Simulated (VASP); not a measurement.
**C: single point with PBE**

C:

```xyz
8
Lattice="2.4666 0.0000 0.0000 -1.2333 2.1361 0.0000 1.2333 0.7120 17.6162" Properties=species:S:1:pos:R:3 pbc="T T T"
C     1.2333    2.1361   11.0685
C     1.2333    0.7120    6.5478
C     1.2333    2.1361    6.5478
C     1.2333    0.7120   11.0685
C     1.2333    2.1361    2.1747
C     1.2333    0.7120   15.4416
C     0.0000    1.4241    2.1746
C     2.4666    1.4241   15.4416
```

```
Program                : VASP 6.6.1
Task                   : single point
Functional             : PBE
Potentials or basis    : VASP PAW PBE potentials, release 64 (C)
Cutoff                 : 520 eV
k mesh                 : 15 × 15 × 2
Occupations            : gaussian, width 0.1 eV
Spin                   : no spin polarisation
Dipole correction      : no
Further INCAR settings : ALGO = Normal; EDIFF = 1e-06; NBANDS = 26; ISYM = 0
```

```json
{"Pressure": "0.3 GPa", "Band gap on the k mesh": "zero (filled and empty bands touch)"}
```

Stress tensor (GPa, compression positive):
```
 0.54  0.00  0.00
 0.00  0.54  0.00
 0.00  0.00 -0.08
```

Levels at points of the mesh, in eV from the Fermi level:
```tsv
k point	band 14	band 15	band 16	band 17	band 18	band 19
(0.00, 0.00, 0.00)	-3.04	-3.04	-3.04	3.00	4.12	4.17
(0.00, 0.00, 0.50)	-3.04	-3.04	-3.04	3.28	3.33	5.24
```

It took 6.9 min on 1 thread of Intel(R) Xeon(R) Platinum 8488C (Sapphire Rapids), on a shared host, peak memory 0.45 GiB.

Caveat: this functional lacks dispersion, which binds layers or chains, so the pressure and a relaxed spacing across them are unreliable.
